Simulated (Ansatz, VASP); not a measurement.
**BN: VASP beside Ansatz**

POSCAR

```
BN
1.0
   -2.5439665234      0.0000000000      0.0000000000
   -1.2719832617     -2.2031396357      0.0000000000
    0.0000000000      0.0000000000     12.3232348039
B N
6 6
Direct
    0.6666666667      0.6666666667      0.2346942021
    0.6666666667      0.6666666667      0.5761422879
    0.6666666667      0.6666666667      0.9175903737
    0.3333333333      0.3333333333      0.0639701592
    0.3333333333      0.3333333333      0.4054182450
    0.3333333333      0.3333333333      0.7468663308
    0.6666666667      0.6666666667      0.1067880285
    0.6666666667      0.6666666667      0.4482361143
    0.6666666667      0.6666666667      0.7896842001
    0.3333333333      0.3333333333      0.9604082430
    0.3333333333      0.3333333333      0.2775120714
    0.3333333333      0.3333333333      0.6189601572
```

INCAR.step1

```
SYSTEM = BN
ALGO = Normal
EDIFF = 1E-4
ENCUT = 520
GGA = PE
ISMEAR = 0
LASPH = .True.
LCHARG = .False.
LREAL = .False.
LWAVE = .True.
NBANDS = 36
NELM = 60
PREC = Accurate
SIGMA = 0.05
```

INCAR.step2

```
SYSTEM = BN
ALGO = Normal
EDIFF = 1E-6
ENCUT = 520
ISIF = 2
ISMEAR = 0
ISTART = 1
LASPH = .True.
LCHARG = .True.
LELF = .True.
LMIXTAU = .True.
LREAL = .False.
LVHAR = .True.
LWAVE = .False.
METAGGA = R2SCAN
NBANDS = 36
NELM = 60
PREC = Accurate
SIGMA = 0.05
```

File KPOINTS:

```
k-points
0
Gamma
  10 10 2
  0 0 0
```

Input for Ansatz:

```yaml
crystal:
  lattice:
    - [-2.5439665234, 0.0, 0.0]
    - [-1.2719832617, -2.2031396357, 0.0]
    - [0.0, 0.0, 12.3232348039]
  atoms:
    - { symbol: B, position: [0.6666666667, 0.6666666667, 0.2346942021] }
    - { symbol: B, position: [0.6666666667, 0.6666666667, 0.5761422879] }
    - { symbol: B, position: [0.6666666667, 0.6666666667, 0.9175903737] }
    - { symbol: B, position: [0.3333333333, 0.3333333333, 0.0639701592] }
    - { symbol: B, position: [0.3333333333, 0.3333333333, 0.405418245] }
    - { symbol: B, position: [0.3333333333, 0.3333333333, 0.7468663308] }
    - { symbol: "N", position: [0.6666666667, 0.6666666667, 0.1067880285] }
    - { symbol: "N", position: [0.6666666667, 0.6666666667, 0.4482361143] }
    - { symbol: "N", position: [0.6666666667, 0.6666666667, 0.7896842001] }
    - { symbol: "N", position: [0.3333333333, 0.3333333333, 0.960408243] }
    - { symbol: "N", position: [0.3333333333, 0.3333333333, 0.2775120714] }
    - { symbol: "N", position: [0.3333333333, 0.3333333333, 0.6189601572] }
basis:
  ecutwfc: 500
kpoints:
  mp_grid: { grid: [10, 10, 2] }
hamiltonian:
  xc: r2scan
scf:
  occupations: { method: gaussian, width: 0.05 }
output:
  forces: true
  stress: true
  eigenvalues: true
```

Alike in both runs: task single point; functional r2SCAN; k mesh 10 × 10 × 2; occupations gaussian, width 0.05 eV; no spin polarisation.

```csv
,VASP,Ansatz
version,VASP 6.6.1,Ansatz 0.2.0
potentials or method,"VASP PAW PBE potentials, release 64 (B, N), cutoff 520 eV","scalar-relativistic, plane waves, PAW"
valence electrons in the cell,48,48
```

```tsv
	VASP	Ansatz	Ansatz less VASP
gap on the k mesh at the Fermi level (eV)	5.38	5.42	+0.034
least direct gap on the mesh (eV)	7.99	8.02	+0.027
pressure (GPa)	18.1	16.8	-1.20
traceless stress, the component that is largest in VASP (GPa)	29.92	29.89	-0.028
rms of the force components (eV/Å)	2.948	2.941	-0.0068
```

VASP's potentials were made for PBE, not for r2SCAN. Atom by atom the forces differ by 0.009 eV/Å (rms over components). With one functional, cell and mesh, what is left measures potentials, basis and numerics.
